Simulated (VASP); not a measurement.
# Al (a cell with a defect) in VASP: a series of runs

Al (a cell with a defect) is run at these levels: PBE; tasks: single point.

Everything below comes from runs of VASP 6.6.1. Logs are shortened: lines on timing, memory, paths and dates and some standing lists are left out, and cuts for length are marked.

**1. The cell of the first run**

The cell holds a defect, 63 atoms: a = 11.024 Å, b = 11.024 Å, c = 11.024 Å, α = 109.47°, β = 109.47°, γ = 109.47°.

**2. Single point, PBE, collinear spin**

The input, INCAR:

```
ALGO = Normal
EDIFF = 1E-6
ENCUT = 520
GGA = PE
ISIF = 2
ISMEAR = 0
ISPIN = 2
LASPH = True
LCHARG = False
LORBIT = 11
LREAL = Auto
LWAVE = False
MAGMOM = 0.2 0 0.2 0.2 0 0 0 0 0 0 0 0.2 0 0 0 0.2 0 0 0 0 0.2 0 0 0 0 0 0 0 0 0 0 0 0 0 0 0 0 0 0 0 0 0 0 0 0 0 0 0.2 0 0 0 0 0 0 0 0 0 0 0 0 0 0 0.2
NBANDS = 136
NELM = 150
PREC = Accurate
SIGMA = 0.05
```

The input, KPOINTS:

```
k-points
0
Gamma
  1 1 1
```

The input, POSCAR:

```
Al
1.0
   -6.3648750000      6.3648750000      6.3648750000
    6.3648750000     -6.3648750000      6.3648750000
    6.3648750000      6.3648750000     -6.3648750000
Al
63
Direct
   -0.0022700435      0.0344115813      0.1964363231
   -0.0328499959      0.0139194801      0.4441131203
    0.0085229309     -0.0018954562      0.7746536044
   -0.0365505667      0.2195599685     -0.0712609916
   -0.0130753681      0.2739523072      0.2045037250
   -0.0079148212      0.2770730561      0.4549587614
   -0.0653261465      0.1830918806      0.6576431878
   -0.0071557347      0.5073830004     -0.0031375761
   -0.0001075160      0.5479988036      0.2624404485
    0.0528444283      0.5703499593      0.5283067285
   -0.0021182798      0.4657083507      0.7114876307
    0.0276760869      0.7874815029      0.0210518340
   -0.0098983297      0.7943753245      0.2659364525
    0.0272548824      0.8038732126      0.5398684030
    0.0749465716      0.7645635424      0.7776598492
    0.2417001482      0.0235535169      0.0536596451
    0.2453956973      0.0247035170      0.3032291480
    0.2478638409      0.0177622425      0.5414781434
    0.2986121930      0.0156914118      0.8160758072
    0.2580049134      0.2503951042      0.0097730817
    0.2520331020      0.2620950521      0.2542630229
    0.2452994006      0.2505979672      0.5006864100
    0.2213069651      0.2224814569      0.7356207607
    0.1722586333      0.4304823082     -0.0864240916
    0.2074853672      0.4697454613      0.1833584112
    0.2511827456      0.4983058691      0.4728509053
    0.2507315342      0.4681425478      0.7159496215
    0.2412042647      0.7233788702     -0.0170268077
    0.2289294023      0.7614993112      0.2623887116
    0.2572886177      0.7741262329      0.5181685847
    0.3198997747      0.7560706075      0.7781585355
    0.5077743686      0.0334102774      0.0592911058
    0.4512177528     -0.0267846346      0.2616507401
    0.4757978690     -0.0190636078      0.5385184314
    0.5390497800     -0.0182126917      0.7904885024
    0.5501015152      0.3004049441      0.0823255973
    0.5187957844      0.2594822948      0.3092596345
    0.5014437457      0.2385448195      0.5581722988
    0.5076641272      0.2240437654      0.8005593901
    0.4439892421      0.4601590657     -0.0160234536
    0.5033821009      0.5017432983      0.2629484302
    0.5499777462      0.5029692925      0.5355019171
    0.5044969143      0.4614897790      0.7715159180
    0.4968225131      0.7089949010     -0.0387161672
    0.4194711139      0.6794151397      0.1742517347
    0.4649381289      0.7184110346      0.4462767477
    0.5521617208      0.7282733274      0.7406709447
    0.7941472166      0.0021293479     -0.0392697420
    0.7443204309      0.0026526311      0.2087471168
    0.6719548091     -0.0572687295      0.4221545698
    0.7224475368     -0.0498337986      0.6808890340
    0.7612103132      0.2671054263      0.0084837886
    0.7918763911      0.3223993122      0.2845734061
    0.7341050025      0.2295884050      0.4852077381
    0.7366950906      0.2299309654      0.7401068139
    0.7259322036      0.5103842754      0.0282899301
    0.7854093103      0.5704068192      0.3046099307
    0.8071577054      0.5311181789      0.5408312956
    0.7702843656      0.5006648049      0.7648804457
    0.7619587188      0.7603788350     -0.0054856815
    0.6909344178      0.7337601405      0.2138181383
    0.7550694570      0.7491080021      0.4994123172
    0.8238081973      0.7743540194      0.7791471949
```

Potentials or basis: VASP PAW PBE potentials, release 64 (Al).

The run is started by

```bash
cat potpaw_PBE.64/Al/POTCAR > POTCAR
mpirun -np 1 vasp_gam > vasp.out
```

OUTCAR:

```text
EDIFF = 1E-6
   ENCUT = 520
   GGA = PE
   ISIF = 2
   ISMEAR = 0
   ISPIN = 2
   LASPH = True
   LORBIT = 11
   LREAL = Auto
   NELM = 150
   PREC = Accurate

 ion  position               nearest neighbor table
   1  0.998  0.034  0.196-  48 2.62  17 2.64   5 2.66  60 2.69  49 2.75  21 2.76   2 2.93  22 2.93
                            12 2.96  13 2.97   6 3.23
   2  0.967  0.014  0.444-   7 2.69  13 2.71   6 2.78  49 2.85  23 2.87  18 2.90   1 2.93  61 2.93
                            22 2.98  50 2.99  14 3.02
   3  0.009  0.998  0.775-  63 2.65  20 2.71  51 2.77   4 2.77  62 2.87  14 2.88  15 2.91   7 2.94
                            19 3.00  23 3.05  16 3.13
   4  0.963  0.220  0.929-  48 2.72  55 2.73  25 2.75   7 2.77  24 2.77   3 2.77  52 2.79   5 2.80
                            51 2.80   8 2.88  20 2.93
   5  0.987  0.274  0.205-  52 2.65   1 2.66  48 2.70  53 2.72   6 2.73   4 2.80  25 2.80   9 2.81
                            26 2.82  21 2.84  49 3.31
   6  0.992  0.277  0.455-  53 2.69  27 2.71   5 2.73   2 2.78  22 2.80  10 2.83  49 2.84  11 2.86
                            54 2.87   7 2.92  26 2.97   1 3.23
   7  0.935  0.183  0.658-   2 2.69  54 2.71  50 2.73  24 2.73  11 2.75  55 2.76   4 2.77  23 2.82
                             6 2.92   3 2.94  51 2.99
   8  0.993  0.507  0.997-  24 2.70   9 2.78  29 2.79  25 2.82  59 2.85   4 2.88  12 2.89  55 2.91
                            11 3.05  28 3.06  52 3.08  56 3.08
   9  1.000  0.548  0.262-  57 2.63  10 2.70  30 2.73  13 2.74   8 2.78   5 2.81  29 2.82  52 2.87
[... 63 lines left out ...]
  41  0.503  0.502  0.263-  62 2.71  45 2.74  20 2.76  40 2.76  36 2.77  57 2.77  46 2.83  42 2.87
                            37 2.93  25 2.94  61 3.04  21 3.07
  42  0.550  0.503  0.536-  58 2.73  47 2.73  37 2.81  41 2.87  59 2.88  38 2.90  63 2.91  43 2.96
                            21 3.06  26 3.11  62 3.14  46 3.15
  43  0.504  0.461  0.772-  40 2.64  27 2.69  39 2.75  38 2.76  22 2.78  56 2.79  59 2.85  44 2.88
                            60 2.94  42 2.96  47 2.97  23 3.14
  44  0.497  0.709  0.961-  31 2.63  60 2.65  27 2.69  40 2.72  61 2.75  47 2.75  45 2.83  43 2.88
                            49 2.94  28 2.96  32 3.32
  45  0.419  0.679  0.174-  28 2.66  61 2.70  46 2.72  25 2.74  41 2.74  40 2.78  24 2.78  50 2.81
                            44 2.83  29 2.87  33 2.91
  46  0.465  0.718  0.446-  51 2.67  34 2.67  45 2.72  41 2.83  25 2.83  30 2.84  50 2.91  62 2.93
                            26 2.94  29 3.01  47 3.01  42 3.15
  47  0.552  0.728  0.741-  63 2.72  35 2.73  42 2.73  48 2.75  44 2.75  60 2.79  31 2.82  51 2.96
                            43 2.97  26 3.00  46 3.01
  48  0.794  0.002  0.961-   1 2.62  35 2.69   5 2.70  51 2.71   4 2.72  60 2.74  47 2.75  63 2.84
                            52 2.96  49 2.96
  49  0.744  0.003  0.209-   1 2.75  32 2.78   6 2.84  61 2.85   2 2.85  50 2.92  44 2.94  48 2.96
                            60 3.03  53 3.15  54 3.30   5 3.31
  50  0.672  0.943  0.422-  51 2.68  33 2.69   7 2.73  54 2.78  61 2.78  45 2.81  62 2.85  46 2.91
                            49 2.92  34 2.93   2 2.99
  51  0.722  0.950  0.681-  62 2.66  46 2.67  50 2.68  48 2.71  35 2.74   3 2.77   4 2.80  34 2.85
                            63 2.87  55 2.87  47 2.96   7 2.99
  52  0.761  0.267  0.008-   5 2.65  39 2.72  35 2.75  55 2.75  53 2.77  56 2.78   4 2.79  36 2.80
                             9 2.87  48 2.96   8 3.08
  53  0.792  0.322  0.285-   6 2.69  57 2.70  36 2.72   5 2.72  10 2.77  52 2.77  54 2.89  58 2.90
                             9 2.91  37 2.98  32 3.00  49 3.15
  54  0.734  0.230  0.485-  11 2.69   7 2.71  37 2.72  50 2.78  55 2.80  33 2.85   6 2.87  53 2.89
                            58 2.93  38 2.95  59 3.29  49 3.30
  55  0.737  0.230  0.740-  34 2.67   4 2.73  52 2.75  38 2.75   7 2.76  59 2.79  54 2.80  39 2.80
                            51 2.87   8 2.91  35 3.22  11 3.36
  56  0.726  0.510  0.028-  57 2.68  39 2.77  52 2.78  43 2.79  40 2.80  60 2.82  36 2.86  61 2.86
                            13 2.92   9 3.03  59 3.08   8 3.08
  57  0.785  0.570  0.305-  62 2.59  14 2.61   9 2.63  61 2.66  56 2.68  53 2.70  36 2.71  58 2.73
                            41 2.77  13 3.00  10 3.15
  58  0.807  0.531  0.541-  10 2.66  42 2.73  57 2.73  15 2.73  59 2.74  11 2.79  62 2.79  53 2.90
                            54 2.93  37 2.96  63 2.96  14 3.18
  59  0.770  0.501  0.765-  58 2.74  38 2.78  55 2.79  63 2.81  43 2.85   8 2.85  11 2.88  42 2.88
                            12 2.96  56 3.08  60 3.18  54 3.29
  60  0.762  0.760  0.995-  44 2.65   1 2.69  63 2.72  48 2.74  12 2.75  47 2.79  56 2.82  61 2.85
                            43 2.94  13 3.00  49 3.03  59 3.18
  61  0.691  0.734  0.214-  57 2.66  45 2.70  44 2.75  50 2.78  40 2.79  49 2.85  60 2.85  56 2.86
                            62 2.92   2 2.93  13 2.94  41 3.04
  62  0.755  0.749  0.499-  57 2.59  51 2.66  14 2.70  41 2.71  58 2.79  63 2.81  50 2.85   3 2.87
                            61 2.92  46 2.93  42 3.14
  63  0.824  0.774  0.779-   3 2.65  60 2.72  47 2.72  12 2.78  62 2.81  15 2.81  59 2.81  48 2.84
                            51 2.87  42 2.91  58 2.96

  LATTYP: Found a body centered cubic cell.
 ALAT       =    12.7297500000

  Lattice vectors:

 A1 = (  -6.3648750000,   6.3648750000,   6.3648750000)
[... 259 lines left out ...]
   IMIX   =      4    mixing-type and parameters
     AMIX     =   0.40;   BMIX     =  1.00
     AMIX_MAG =   1.60;   BMIX_MAG =  1.00
  volume/ion in A,a.u.               =      16.37       110.48
  Fermi-wavevector in a.u.,A,eV,Ry     =   0.929863  1.757186 11.764208  0.864645
  Thomas-Fermi vector in A             =   2.056190
   LORBIT       =     11    0 simple, 1 ext, 2 COOP (PROOUT), +10 PAW based schemes
   GGA     = PE    functional components
   LHFCALC =     F    Hartree Fock is set to
   AEXX    =    0.0000 exact exchange contribution
   IVDW    =     0    specifies the selected vdW correction
   LEPSILON=     F    determine dielectric tensor
   LRPA    =     F    only Hartree local field effects (RPA)
 spin polarized calculation
 Gauss-broadening in eV      SIGMA  =   0.05
  energy-cutoff  :      520.00
  volume of cell :     1031.41
 maximum number of plane-waves:     13942
 NGX is ok and might be reduce to    84
   NGX = 41   NGY = 41   NGZ = 41

 number of electron     189.0000000 magnetization       0.7893401

 Free energy of the ion-electron system (eV)
  ---------------------------------------------------
  ext. energy  EPLUGINS =         0.00000000
  ---------------------------------------------------
  free energy    TOTEN  =      -222.27983256 eV

  energy without entropy =     -222.26534821  energy(sigma->0) =     -222.27259038

 E-fermi :   8.6875     XC(G=0): -10.2031

 val. band max:        8.6447642094   @ k =   0.0000   0.0000   0.0000
 cond. band min:       8.7320793742   @ k =   0.0000   0.0000   0.0000
 fundamental gap:      0.0873151648
 Fermi energy:         8.6874553082

 spin component 1

 k-point     1 :       0.0000    0.0000    0.0000
  band No.  band energies     occupation
      1      -3.1824      1.00000
      2      -1.6580      1.00000
      3      -1.6135      1.00000
      4      -1.5081      1.00000
      5      -1.4944      1.00000
      6      -1.4186      1.00000
[... 98 lines left out ...]
    105       9.0375      0.00000
    106       9.0709      0.00000
 Fermi energy:         8.6874553082

 spin component 2

 k-point     1 :       0.0000    0.0000    0.0000
  band No.  band energies     occupation
      1      -3.1664      1.00000
      2      -1.6386      1.00000
      3      -1.5973      1.00000
      4      -1.4910      1.00000
      5      -1.4725      1.00000
      6      -1.4038      1.00000
[... 98 lines left out ...]
    105       9.0530      0.00000
    106       9.0844      0.00000
 [bands above 106 left out]

------------------------ aborting loop because EDIFF is reached ----------------------------------------

  FORCE on cell =-STRESS in cart. coord.  units (eV):
  Direction    XX          YY          ZZ          XY          YZ          ZX
  --------------------------------------------------------------------------------------
  -------------------------------------------------------------------------------------
  Total       20.6219462     30.1874999     13.1768660     -0.9263635     -2.9135339      3.7476951
  in kB       32.0339582     46.8930090     20.4688331     -1.4390052     -4.5258591      5.8216381
  external PRESSURE =      33.1319334 kB  Pullay stress =       0.0000000 kB

 VOLUME and BASIS-vectors are now :
 -----------------------------------------------------------------------------
  energy-cutoff  :      520.00
  volume of cell :     1031.41
      direct lattice vectors                 reciprocal lattice vectors
    -6.364875000  6.364875000  6.364875000     0.000000000  0.078556138  0.078556138
     6.364875000 -6.364875000  6.364875000     0.078556138  0.000000000  0.078556138
     6.364875000  6.364875000 -6.364875000     0.078556138  0.078556138  0.000000000

 POSITION                                       TOTAL-FORCE (eV/Angst)
 -----------------------------------------------------------------------------------
     -4.88111      7.38169      5.31916        -0.000928      0.012899      0.003397
     -3.24047      8.89392      3.41766        -0.012118      0.002905     -0.009875
     11.22914     -1.36799      1.47648        -0.000485      0.003747      0.037879
      1.17654     10.64607      1.61840        -0.031796      0.018541     -0.011883
     -3.23634      5.83962      6.72368        -0.012337      0.010092      0.011796
     -1.65521      7.44672      5.18228         0.002812     -0.008911      0.005699
[... 55 lines left out ...]
      3.14075      3.21664      6.39520         0.007275     -0.009150     -0.001059
      4.64440      5.27394      5.21293        -0.006143      0.009094     -0.002855
 -----------------------------------------------------------------------------------
    total drift:                                0.010268     -0.014343      0.010743

  FREE ENERGIE OF THE ION-ELECTRON SYSTEM (eV)
  ---------------------------------------------------
  free  energy   TOTEN  =      -222.2798325568 eV

  energy  without entropy=     -222.2653482058  energy(sigma->0) =     -222.27259038

 total charge

# of ion       s       p       d       tot
------------------------------------------
    1        0.423   0.367   0.000   0.790
    2        0.418   0.346   0.000   0.763
    3        0.439   0.338   0.000   0.777
    4        0.416   0.369   0.000   0.785
    5        0.417   0.368   0.000   0.785
    6        0.415   0.360   0.000   0.775
[... 55 lines left out ...]
   62        0.427   0.359   0.000   0.786
   63        0.416   0.372   0.000   0.788
--------------------------------------------------
tot         26.542  22.621   0.000  49.164

 magnetization (x)

# of ion       s       p       d       tot
------------------------------------------
    1        0.000   0.001   0.000   0.001
    2       -0.000   0.004   0.000   0.004
    3        0.000  -0.000   0.000  -0.000
    4        0.001   0.007   0.000   0.007
    5        0.001   0.001   0.000   0.003
    6        0.000   0.006   0.000   0.006
[... 55 lines left out ...]
   62       -0.000   0.000   0.000   0.000
   63        0.000   0.006   0.000   0.006
--------------------------------------------------
tot          0.025   0.151   0.000   0.176
```

Run time: 19 min. Hardware: 1 thread of Intel Xeon 8259CL, shared host; peak memory 1.4 GiB.

Results:

| Property | Result |
| --- | --- |
| Free energy | -222.2798 eV |
| Pressure | 3.3 GPa |
| Largest force | 0.039 eV/Å |
| Net moment | 0.79 μB per cell |
| Valence electrons inside the program's atomic spheres | Al 0.79, 0.76, 0.78, 0.77, 0.81, 0.80, 0.75, 0.82 (each value once) |

Forces in eV/Å, atoms in the order of the input:
```
Al  -0.001  0.013  0.003
Al  -0.012  0.003 -0.010
Al   0.000  0.004  0.038
Al  -0.032  0.019 -0.012
Al  -0.012  0.010  0.012
Al   0.003 -0.009  0.006
Al   0.001  0.007 -0.010
Al   0.018 -0.014 -0.008
Al  -0.018  0.005 -0.011
Al  -0.007  0.013  0.009
Al   0.012 -0.021  0.003
Al  -0.014 -0.007 -0.013
Al   0.002  0.002 -0.009
Al   0.015 -0.001  0.011
Al   0.009 -0.006 -0.020
Al  -0.007  0.000 -0.002
Al   0.003  0.001  0.001
Al   0.001  0.007 -0.002
Al  -0.011 -0.031 -0.001
Al   0.010 -0.021 -0.018
Al   0.024 -0.012  0.004
Al  -0.010 -0.010  0.009
Al  -0.017  0.013 -0.012
Al  -0.001 -0.001  0.005
Al   0.010  0.018 -0.004
Al  -0.003  0.013  0.024
Al   0.001 -0.008  0.024
Al  -0.010 -0.005  0.014
Al  -0.011  0.012 -0.004
Al   0.000 -0.003 -0.031
Al  -0.004  0.016  0.010
Al  -0.022  0.020  0.004
Al  -0.017  0.017  0.009
Al  -0.017 -0.027  0.020
Al   0.002  0.003  0.025
Al   0.003 -0.010  0.005
Al   0.011  0.011  0.012
Al  -0.003 -0.001 -0.007
Al  -0.001  0.010 -0.003
Al   0.012  0.028 -0.003
Al   0.010  0.002 -0.003
Al   0.022 -0.027 -0.016
Al   0.015 -0.001 -0.010
Al   0.012  0.001  0.018
Al   0.005  0.008 -0.006
Al   0.001  0.006 -0.031
Al  -0.015 -0.011 -0.017
Al   0.015 -0.007  0.010
Al   0.003 -0.024 -0.009
Al   0.007 -0.019  0.013
Al   0.007  0.012  0.011
Al  -0.001 -0.003 -0.020
Al   0.005 -0.004 -0.001
Al   0.001 -0.011 -0.018
Al  -0.001 -0.001 -0.018
Al   0.013  0.001  0.020
Al  -0.011  0.010 -0.006
Al   0.009  0.006  0.014
Al  -0.011  0.012  0.008
Al   0.002  0.000 -0.012
Al   0.006 -0.004  0.011
Al   0.007 -0.009 -0.001
Al  -0.006  0.009 -0.003
```

Stress tensor (GPa, compression positive):
```
 3.20 -0.14  0.58
-0.14  4.69 -0.45
 0.58 -0.45  2.05
```

Caveat: the k points lie up to 0.70 Å⁻¹ apart.

(Continued in part 2 of 2.)
